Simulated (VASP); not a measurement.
Here is a VASP 6.6.1 calculation.

Contents of INCAR:

```
PREC = Accurate ; ENCUT = 520
EDIFF = 1E-8 ; ISMEAR = -1
SIGMA = 0.05 ; LREAL = F
LASPH = T ; NELM = 100
ALGO = Normal ; ISIF = 2
LWAVE = F ; LCHARG = F
GGA = PS ; LEFG = T
NBANDS = 13
```

The input KPOINTS:

```
regular mesh
0
Gamma
  14 14 14
```

POSCAR

```
W
1.0
    0.0000000000      2.0300000000      1.9894000000
    2.0300000000      0.0000000000      1.9894000000
    2.0300000000      2.0300000000      0.0000000000
W
1
Direct
    0.0000000000      0.0000000000      0.0000000000
```

Potentials or basis: VASP PAW PBE potentials, release 64 (W_sv).

Launch:

```console
$ cat potpaw_PBE.64/W_sv/POTCAR > POTCAR
$ mpirun -np 1 vasp_std > vasp.out
```

(1) What does it give for the band gap on the k mesh?

(2) Predict the pressure.

Answers

(1) zero (bands 7 and 8 overlap by 3.86 eV).

(2) -6.9 GPa.

Caveat: the cell differs from its parent crystal (zz strain of -2 %); the cell stands under tension; without QUAD_EFG the Cq values of the log hold for a quadrupole moment of 1 mb, not for the nuclei; the PAW data sets were made with another functional, which shifts forces and pressure a little; spin-orbit coupling is left out, which moves the levels of the heavy elements.
